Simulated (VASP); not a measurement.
A run of VASP 6.6.1:

INCAR

```
SYSTEM = BiTe
PREC = Accurate
ENCUT = 500
EDIFF = 1E-6
ISMEAR = -1
SIGMA = 0.13605693122994
LREAL = .False.
LASPH = .True.
NELM = 120
ALGO = Normal
ISIF = 2
LWAVE = .False.
LCHARG = .False.
GGA = PE
NBANDS = 18
GGA_COMPAT = .False.
```

File KPOINTS:

```
Automatic mesh
0
Gamma
  1 1 1
  0.5 0.5 0.5
```

File POSCAR:

```
BiTe
1.0
    0.0000000000      3.2350000000      3.2350000000
    3.2350000000      0.0000000000      3.2350000000
    3.2350000000      3.2350000000      0.0000000000
Bi Te
1 1
Direct
    0.0000000000      0.0000000000      0.0000000000
    0.5000000000      0.5000000000      0.5000000000
```

Potentials or basis: VASP PAW PBE potentials, release 64 (Bi_d, Te).

The run is started by

```bash
$ cat potpaw_PBE.64/Bi_d/POTCAR potpaw_PBE.64/Te/POTCAR > POTCAR
$ mpirun -np 1 vasp_std > vasp.out
```

Hardware: 1 thread of AMD EPYC 9R45 (Zen 5) (shared host).

Estimate the wall time of this run.

Wall time 3.6 s on 1 thread of AMD EPYC 9R45 (Zen 5) (shared host), peak memory 0.16 GiB. Counts: scf iterations 16, k points 1.
